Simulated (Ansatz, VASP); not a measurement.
# Two plane-wave programs on RbCl

```
CELL_PARAMETERS angstrom
0.00000 3.33855 3.33855
3.33855 0.00000 3.33855
3.33855 3.33855 0.00000
ATOMIC_POSITIONS crystal
Rb 0.00000 0.00000 0.00000
Cl 0.50000 0.50000 0.50000
```

Alike in both runs: task single point; functional r2SCAN; k mesh 6 × 6 × 6; no spin polarisation.

```csv
,VASP,Ansatz
version,VASP 6.6.1,Ansatz 0.2.0
potentials or method,"VASP PAW PBE potentials, release 64 (Rb_sv, Cl)","plane waves, PAW"
plane-wave cutoff (eV),550,500
occupations,"gaussian, width 0.01 eV",fixed
valence electrons in the cell,16,16
```

|  | VASP | Ansatz | Ansatz less VASP |
| --- | --- | --- | --- |
| gap on the k mesh at the Fermi level (eV) | 5.46 | 5.46 | -0.001 |
| pressure (GPa) | -0.4 | -0.4 | -0.01 |

VASP's potentials were made for PBE, not for r2SCAN.
